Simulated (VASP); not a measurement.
# Li (P6_3/mmc) in VASP: notebook

The runs below take Li through single point, with PBEsol.

All numbers are computed with VASP 6.6.1; they aren't measurements. Logs are shortened: lines on timing, memory, paths and dates and some standing lists are left out, and cuts for length are marked.

## Step 1: The cell of the first run

The structure is hexagonal, space group P6_3/mmc (No. 194). Conventional cell: a = 3.018 Å, b = 3.018 Å, c = 5.093 Å, α = 90.00°, β = 90.00°, γ = 120.00°. Within 4.0 Å of Li (site symmetry -6m2) lie 12 Li at 3.02 to 3.09 Å.

This isn't the form of Li at room conditions, which is bcc.

## Step 2: Single point, PBEsol (strain -0.0300 x Voigt [1, 1, 0, 0, 0, 0])

Contents of INCAR:

```
SYSTEM = Li
PREC = Accurate
ENCUT = 520
EDIFF = 1E-6
ISMEAR = 0
SIGMA = 0.15
LREAL = .False.
LASPH = .True.
NELM = 80
ALGO = Normal
ISIF = 2
LWAVE = .False.
LCHARG = .False.
GGA = PS
NBANDS = 10
```

Contents of KPOINTS:

```
regular mesh
0
Gamma
  18 18 10
  0 0 0
```

Contents of POSCAR:

```
Li
1.0
    3.0176720870      0.0000000000      0.0000000000
   -1.5088360435      2.6133806877      0.0000000000
    0.0000000000      0.0000000000      5.0930000000
Li
2
Direct
    0.3333333333      0.6666666667      0.2500000000
    0.6666666667      0.3333333333      0.7500000000
```

Potentials or basis: VASP PAW PBE potentials, release 64 (Li_sv).

Started as:

```
$ cat potpaw_PBE.64/Li_sv/POTCAR > POTCAR
$ mpirun -np 1 vasp_std > vasp.out
```

OUTCAR:

```text
SYSTEM = Li
   PREC = Accurate
   ENCUT = 520
   EDIFF = 1E-6
   ISMEAR = 0
   LREAL = .False.
   LASPH = .True.
   NELM = 80
   ISIF = 2
   GGA = PS

 ion  position               nearest neighbor table
   1  0.333  0.667  0.250-
   2  0.667  0.333  0.750-

  LATTYP: Found a hexagonal cell.
 ALAT       =     3.0176720870
 C/A-ratio  =     1.6877247935

  Lattice vectors:

 A1 = (   3.0176720870,   0.0000000000,   0.0000000000)
 A2 = (  -1.5088360435,   2.6133806877,   0.0000000000)
 A3 = (   0.0000000000,   0.0000000000,   5.0930000000)

Analysis of symmetry for initial positions (statically):
=====================================================================
 Subroutine PRICEL returns:
 Original cell was already a primitive cell.

 Routine SETGRP: Setting up the symmetry group for a
 hexagonal supercell.

 Subroutine GETGRP returns: Found 24 space group operations
 (whereof 12 operations were pure point group operations)
 out of a pool of 24 trial point group operations.

The static configuration has the point symmetry D_3d.
 The point group associated with its full space group is D_6h.

Analysis of symmetry for dynamics (positions and initial velocities):
=====================================================================
 Subroutine PRICEL returns:
 Original cell was already a primitive cell.

 Routine SETGRP: Setting up the symmetry group for a
 hexagonal supercell.

 Subroutine GETGRP returns: Found 24 space group operations
 (whereof 12 operations were pure point group operations)
 out of a pool of 24 trial point group operations.

The dynamic configuration has the point symmetry D_3d.
 The point group associated with its full space group is D_6h.

 Subroutine INISYM returns: Found 24 space group operations
 (whereof 12 operations are pure point group operations),
 and found     1 'primitive' translations

----------------------------------------------------------------------------------------

                                     Primitive cell

  volume of cell :      40.1651

  direct lattice vectors                    reciprocal lattice vectors
     3.017672087  0.000000000  0.000000000     0.331381267  0.191323064  0.000000000
    -1.508836043  2.613380688  0.000000000     0.000000000  0.382646128  0.000000000
     0.000000000  0.000000000  5.093000000     0.000000000  0.000000000  0.196347929

  length of vectors
     3.017672087  3.017672087  5.093000000     0.382646128  0.382646128  0.196347929

  position of ions in fractional coordinates (direct lattice)
     0.333333333  0.666666667  0.250000000
     0.666666667  0.333333333  0.750000000

  ion indices of the primitive-cell ions
   primitive index   ion index
                 1           1
                 2           2

----------------------------------------------------------------------------------------

 KPOINTS: regular mesh

Automatic generation of k-mesh.
 Grid dimensions read from file:
 generate k-points for:   18   18   10

 Generating k-lattice:

  Cartesian coordinates                     Fractional coordinates (reciprocal lattice)
     0.018410070  0.010629059  0.000000000     0.055555556  0.000000000  0.000000000
     0.000000000  0.021258118  0.000000000     0.000000000  0.055555556  0.000000000
     0.000000000  0.000000000  0.019634793     0.000000000  0.000000000  0.100000000

  Length of vectors
     0.021258118  0.021258118  0.019634793

  Shift w.r.t. Gamma in fractional coordinates (k-lattice)
     0.000000000  0.000000000  0.000000000

 Subroutine IBZKPT returns following result:
 ===========================================

 Found    222 irreducible k-points:

 Following reciprocal coordinates:
            Coordinates               Weight
  0.000000  0.000000  0.000000      1.000000
  0.055556 -0.000000  0.000000      6.000000
  0.111111 -0.000000  0.000000      6.000000
  0.166667 -0.000000  0.000000      6.000000
  0.222222 -0.000000  0.000000      6.000000
  0.277778 -0.000000  0.000000      6.000000
[... 16 lines left out ...]
  0.333333  0.111111  0.000000     12.000000
  0.388889  0.111111  0.000000     12.000000
 [... further k-points ...]
   k-points           NKPTS =    222   k-points in BZ     NKDIM =    222   number of bands    NBANDS=     10
   number of dos      NEDOS =    301   number of ions     NIONS =      2
   total plane-waves  NPLWV =  23040
   dimension x,y,z NGX =    24 NGY =   24 NGZ =   40
   dimension x,y,z NGXF=    48 NGYF=   48 NGZF=   80
   ions per type =               2
   NGX,Y,Z   is equivalent  to a cutoff of  13.22, 13.22, 13.06 a.u.
   NGXF,Y,Z  is equivalent  to a cutoff of  26.44, 26.44, 26.11 a.u.
 SYSTEM =  Li
   PREC   = accura    normal or accurate (medium, high low for compatibility)
   ISTART =      0    job   : 0-new  1-cont  2-samecut
   ICHARG =      2    charge: 1-file 2-atom 10-const
   ISPIN  =      1    spin polarized calculation?
   LNONCOLLINEAR =      F non collinear calculations
   LSORBIT =      F    spin-orbit coupling
   LASPH  =      T    aspherical Exc in radial PAW
   ENCUT  =  520.0 eV  38.22 Ry    6.18 a.u.   5.61  5.61  9.47*2*pi/ulx,y,z
   NELM   =     80;   NELMIN=  2; NELMDL= -5     # of ELM steps
   EDIFF  = 0.1E-05   stopping-criterion for ELM
   LREAL  =      F    real-space projection
   EDIFFG = 0.1E-04   stopping-criterion for IOM
   NSW    =      0    number of steps for IOM
   IBRION =     -1    ionic relax: 0-MD 1-quasi-New 2-CG
   NFREE  =      0    steps in history (QN), initial steepest desc. (CG)
   ISIF   =      2    stress and relaxation
   ISYM   =      2    0-nonsym 1-usesym 2-fastsym
   POTIM  = 0.5000    time-step for ionic-motion
   TEBEG  =    0.0;   TEEND  =   0.0 temperature during run
   PSTRESS=    0.0 pullay stress
   NELECT =       6.0000    total number of electrons
   NUPDOWN=      -1.0000    fix difference up-down
   EMIN   =  10.00;   EMAX   =-10.00  energy-range for DOS
   EFERMI =   0.00;   METHOD = LEGACY
   ISMEAR =     0;   SIGMA  =   0.15  broadening in eV -4-tet -1-fermi 0-gaus
   EFERMI_NEDOS =   21; number of points for ismear=-14 and -15
   IALGO  =     38    algorithm
   IMIX   =      4    mixing-type and parameters
     AMIX     =   0.40;   BMIX     =  1.00
     AMIX_MAG =   1.60;   BMIX_MAG =  1.00
  volume/ion in A,a.u.               =      20.08       135.52
  Fermi-wavevector in a.u.,A,eV,Ry     =   0.868645  1.641501 10.266202  0.754545
  Thomas-Fermi vector in A             =   1.987353
   LORBIT       =      0    0 simple, 1 ext, 2 COOP (PROOUT), +10 PAW based schemes
   GGA     = PS    functional components
   LHFCALC =     F    Hartree Fock is set to
   AEXX    =    0.0000 exact exchange contribution
   IVDW    =     0    specifies the selected vdW correction
   LEPSILON=     F    determine dielectric tensor
   LRPA    =     F    only Hartree local field effects (RPA)
 non-spin polarized calculation
 Gauss-broadening in eV      SIGMA  =   0.15
  energy-cutoff  :      520.00
  volume of cell :       40.17
 maximum number of plane-waves:      1111
 NGX is ok and might be reduce to    24
   NGX = 11   NGY = 11   NGZ = 19

 number of electron       6.0000011 magnetization

 Free energy of the ion-electron system (eV)
  ---------------------------------------------------
  ext. energy  EPLUGINS =         0.00000000
  ---------------------------------------------------
  free energy    TOTEN  =        -3.93872605 eV

  energy without entropy =       -3.92787612  energy(sigma->0) =       -3.93330109

 E-fermi :   0.6450     XC(G=0):  -7.0404

 val. band max:        0.6322307106   @ k =   0.5000   0.0000   0.0000
 cond. band min:       0.6576219805   @ k =   0.0556   0.0556   0.0000
 fundamental gap:      0.0253912699
 Fermi energy:         0.6450056373

 k-point     1 :       0.0000    0.0000    0.0000
  band No.  band energies     occupation
      1     -45.2469      2.00000
      2     -45.2295      2.00000
      3      -2.9142      2.00000
      4       0.4574      1.92310
      5       3.3567      0.00000
      6      13.5981      0.00000
      7      13.5981      0.00000
      8      14.6364      0.00000
      9      14.9355      0.00000
     10      14.9355      0.00000

 k-point     2 :       0.0556   -0.0000    0.0000
  band No.  band energies     occupation
      1     -45.2463      2.00000
      2     -45.2291      2.00000
      3      -2.8639      2.00000
      4       0.5241      1.74551
      5       3.3775      0.00000
      6      13.0039      0.00000
      7      13.1746      0.00000
      8      14.6246      0.00000
      9      14.8926      0.00000
     10      15.1874      0.00000

 k-point     3 :       0.1111   -0.0000    0.0000
  band No.  band energies     occupation
      1     -45.2447      2.00000
      2     -45.2282      2.00000
      3      -2.7131      2.00000
      4       0.7243      0.45448
      5       3.4367      0.00000
      6      11.7024      0.00000
      7      12.4281      0.00000
      8      14.5301      0.00000
      9      14.7780      0.00000
     10      15.3331      0.00000

 k-point     4 :       0.1667   -0.0000    0.0000
  band No.  band energies     occupation
      1     -45.2421      2.00000
      2     -45.2268      2.00000
      3      -2.4614      2.00000
      4       1.0577      0.00010
      5       3.5264      0.00000
      6      10.2319      0.00000
      7      11.6861      0.00000
      8      14.1031      0.00000
      9      14.3389      0.00000
     10      15.1036      0.00000

 k-point     5 :       0.2222   -0.0000    0.0000
  band No.  band energies     occupation
      1     -45.2389      2.00000
      2     -45.2251      2.00000
      3      -2.1093      2.00000
      4       1.5235      0.00000
      5       3.6214      0.00000
      6       8.8244      0.00000
      7      11.0241      0.00000
      8      13.0254      0.00000
      9      13.1155      0.00000
     10      14.6912      0.00000

 k-point     6 :       0.2778   -0.0000    0.0000
  band No.  band energies     occupation
      1     -45.2354      2.00000
      2     -45.2235      2.00000
      3      -1.6574      2.00000
      4       2.1206      0.00000
      5       3.6535      0.00000
      6       7.6267      0.00000
      7      10.4678      0.00000
      8      11.5528      0.00000
      9      11.8225      0.00000
     10      14.2663      0.00000
[... 183 lines left out ...]
 k-point    21 :       0.2222    0.1111    0.0000
  band No.  band energies     occupation
      1     -45.2343      2.00000
      2     -45.2230      2.00000
      3      -1.5037      2.00000
      4       2.3194      0.00000
      5       3.7503      0.00000
      6       7.4147      0.00000
      7       9.1644      0.00000
      8      11.6412      0.00000
      9      12.3824      0.00000
     10      13.5188      0.00000

 k-point    22 :       0.2778    0.1111    0.0000
  band No.  band energies     occupation
      1     -45.2310      2.00000
      2     -45.2217      2.00000
      3      -0.9526      2.00000
      4       3.0444      0.00000
      5       3.6282      0.00000
      6       6.5441      0.00000
      7       8.5497      0.00000
      8      10.1730      0.00000
      9      11.5234      0.00000
     10      13.2141      0.00000

 k-point    23 :       0.3333    0.1111    0.0000
  band No.  band energies     occupation
      1     -45.2282      2.00000
      2     -45.2209      2.00000
      3      -0.3137      2.00000
      4       3.1419      0.00000
      5       3.8909      0.00000
      6       6.2298      0.00000
      7       7.9456      0.00000
      8       8.7440      0.00000
      9      10.8833      0.00000
     10      12.9913      0.00000

 k-point    24 :       0.3889    0.1111    0.0000
  band No.  band energies     occupation
      1     -45.2262      2.00000
      2     -45.2205      2.00000
      3       0.3732      1.98961
      4       2.4115      0.00000
      5       4.8300      0.00000
      6       6.3942      0.00000
      7       7.3545      0.00000
      8       7.4425      0.00000
      9      10.4973      0.00000
     10      12.8552      0.00000

 [... further k-points ...]

------------------------ aborting loop because EDIFF is reached ----------------------------------------

  FORCE on cell =-STRESS in cart. coord.  units (eV):
  Direction    XX          YY          ZZ          XY          YZ          ZX
  --------------------------------------------------------------------------------------
  -------------------------------------------------------------------------------------
  Total        0.0615535      0.0615535     -0.1235151      0.0000000      0.0000000      0.0000000
  in kB        2.4553604      2.4553604     -4.9269943      0.0000000      0.0000000      0.0000000
  external PRESSURE =      -0.0054245 kB  Pullay stress =       0.0000000 kB

 VOLUME and BASIS-vectors are now :
 -----------------------------------------------------------------------------
  energy-cutoff  :      520.00
  volume of cell :       40.17
      direct lattice vectors                 reciprocal lattice vectors
     3.017672087  0.000000000  0.000000000     0.331381267  0.191323064  0.000000000
    -1.508836043  2.613380688  0.000000000     0.000000000  0.382646128  0.000000000
     0.000000000  0.000000000  5.093000000     0.000000000  0.000000000  0.196347929

 POSITION                                       TOTAL-FORCE (eV/Angst)
 -----------------------------------------------------------------------------------
     -0.00000      1.74225      1.27325         0.000000     -0.000000      0.000000
      1.50884      0.87113      3.81975        -0.000000      0.000000      0.000000
 -----------------------------------------------------------------------------------
    total drift:                               -0.000000      0.000000      0.000000

  FREE ENERGIE OF THE ION-ELECTRON SYSTEM (eV)
  ---------------------------------------------------
  free  energy   TOTEN  =        -3.9387260485 eV

  energy  without entropy=       -3.9278761231  energy(sigma->0) =       -3.93330109
```

It took 48 s on 1 thread of Intel Xeon 6975P-C (Granite Rapids), shared host; peak memory 0.19 GiB.

What came out:

| Item | Value |
| --- | --- |
| Free energy | -3.9387 eV |
| Band gap on the k mesh | zero (bands 3 and 4 overlap by 4.77 eV) |

Caveat: the cell differs from its parent crystal (strain -0.0300 x Voigt [1, 1, 0, 0, 0, 0]); the cutoff is under 1.25 times the usual one of these potentials, so pressure, stress and relaxed cells hold a basis-set (Pulay) error; the PAW data sets were made with another functional, which shifts forces and pressure a little.

(Part 1 of 2 ends here.)

The gap in the log of VASP goes by the Fermi energy; the results here count the filled bands.